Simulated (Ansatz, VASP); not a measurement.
AlRu in VASP and in Ansatz

File INCAR:

```
SYSTEM = AlRu
ALGO = Normal
EDIFF = 1E-6
ENCUT = 520
GGA = PS
ISIF = 2
ISMEAR = -1
LASPH = .TRUE.
LCHARG = .FALSE.
LREAL = .FALSE.
LWAVE = .FALSE.
NBANDS = 16
NELM = 60
PREC = Accurate
SIGMA = 0.05
```

Contents of KPOINTS:

```
k-points
0
G
  14 14 14
  0 0 0
```

The input POSCAR:

```
AlRu
1.0
    0.0000000000      2.2885374036      2.2885374036
    2.2885374036      0.0000000000      2.2885374036
    2.2885374036      2.2885374036      0.0000000000
Ru Al
1 1
Direct
    0.0000000000      0.0000000000      0.0000000000
    0.5000000000      0.5000000000      0.5000000000
```

Input for Ansatz:

```yaml
crystal:
  lattice:
    - [0.0, 2.2885374036, 2.2885374036]
    - [2.2885374036, 0.0, 2.2885374036]
    - [2.2885374036, 2.2885374036, 0.0]
  atoms:
    - { symbol: Ru, position: [0.0, 0.0, 0.0] }
    - { symbol: Al, position: [0.5, 0.5, 0.5] }
kpoints:
  mp_grid: { grid: [14, 14, 14] }
scf:
  occupations: { method: fermi_dirac, width: 0.05 }
hamiltonian:
  xc: pbesol
  pseudopotentials: { kind: all_electron, lapw: { basis_error: 0.001 } }
output:
  forces: true
  stress: true
  eigenvalues: true
  populations: true
```

Change from the starting cell: volume scaled by 0.8, LAPW.

Alike in both runs: task single point; functional PBEsol; k mesh 14 × 14 × 14; occupations fermi-dirac, width 0.05 eV; no spin polarisation.

```csv
,VASP,Ansatz
version,VASP 6.6.1,Ansatz 0.2.0
potentials or method,"VASP PAW PBE potentials, release 64 (Ru_pv, Al), cutoff 520 eV","all-electron LAPW, scalar-relativistic"
```

|  | VASP | Ansatz | Ansatz less VASP |
| --- | --- | --- | --- |
| pressure (GPa) | 56.3 | 55.5 | -0.79 |

VASP's potentials were made for PBE, not for PBEsol. Both programs put the cell under a high pressure, so it lies far from rest at this level. Ansatz ran all-electron here, and VASP with PAW potentials.
